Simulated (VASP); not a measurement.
Here is a VASP 6.6.1 calculation.

The input INCAR:

```
PREC = Accurate
ENCUT = 500
EDIFF = 1E-6
ISMEAR = 0
SIGMA = 0.02
LREAL = F
LASPH = T
NELM = 120
ALGO = Normal
ISIF = 2
LWAVE = F
LCHARG = F
GGA = CA
NBANDS = 11
GGA_COMPAT = F
```

Contents of KPOINTS:

```
Automatic mesh
0
Gamma
  10 10 10
```

POSCAR

```
BP
1.0
    0.0000000000      2.1994029476      2.1994029476
    2.1994029476      0.0000000000      2.1994029476
    2.1994029476      2.1994029476      0.0000000000
B P
1 1
Direct
    0.0000000000      0.0000000000      0.0000000000
    0.2500000000      0.2500000000      0.2500000000
```

Potentials or basis: VASP PAW LDA potentials, release 64 (B, P).

Launch:

```sh
$ cat potpaw_LDA.64/B/POTCAR potpaw_LDA.64/P/POTCAR > POTCAR
$ mpirun -np 1 vasp_std > vasp.out
```

Q: Predict the band gap on the k mesh.

A: 1.08 eV, indirect (least direct gap 3.54 eV).

Q: Estimate the pressure.

A: 12.0 GPa.

 A k mesh can miss the band edges.
